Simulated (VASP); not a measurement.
## SrTiO3: single point with PBEsol

The system is SrTiO3.

```
Sr Ti O
1.0
     3.89112    0.00000    0.00000
     0.00000    3.89112    0.00000
     0.00000    0.00000    3.89112
Sr Ti O
1 1 3
Cartesian
  1.9456 1.9456 1.9456
  0.0000 0.0000 0.0000
  1.9456 0.0000 0.0000
  0.0000 1.9456 0.0000
  0.0000 0.0000 1.9456
```

| Item | Value |
| --- | --- |
| Program | VASP 6.6.1 |
| Task | single point |
| Functional | PBEsol |
| Potentials or basis | VASP PAW PBE potentials, release 64 (Sr_sv, Ti_sv, O) |
| Cutoff | 520 eV |
| k mesh | 8 × 8 × 8 |
| Occupations | gaussian, width 0.02 eV |
| Spin | no spin polarisation |

```json
{
  "Pressure": "0.7 GPa",
  "Band gap on the k mesh": "1.82 eV, indirect (least direct gap 2.17 eV)"
}
```

Levels at points of the mesh, in eV from the valence-band top:
```csv
k point,band 16,band 17,band 18,band 19,band 20,band 21,band 22,band 23,band 24,band 25
"(0.00, 0.00, 0.00)",-1.21,-1.21,-0.35,-0.35,-0.35,1.82,1.82,1.82,4.41,4.41
"(0.50, 0.00, 0.00)",-2.42,-2.42,-2.07,-0.74,-0.74,2.00,3.83,3.83,4.43,6.66
"(0.50, 0.50, 0.00)",-2.95,-1.74,-1.60,-1.60,-0.10,3.84,3.84,4.30,5.41,7.90
"(0.50, 0.50, 0.50)",-3.81,-3.81,0.00,0.00,0.00,4.54,4.54,4.54,6.90,6.90
```

Run time: 39 s on 1 thread of Intel(R) Xeon(R) Platinum 8488C (Sapphire Rapids), on a shared host, peak memory 0.2 GiB.

Caveat: the PAW data sets were made with another functional, which shifts forces and pressure a little. A k mesh can miss the band edges.
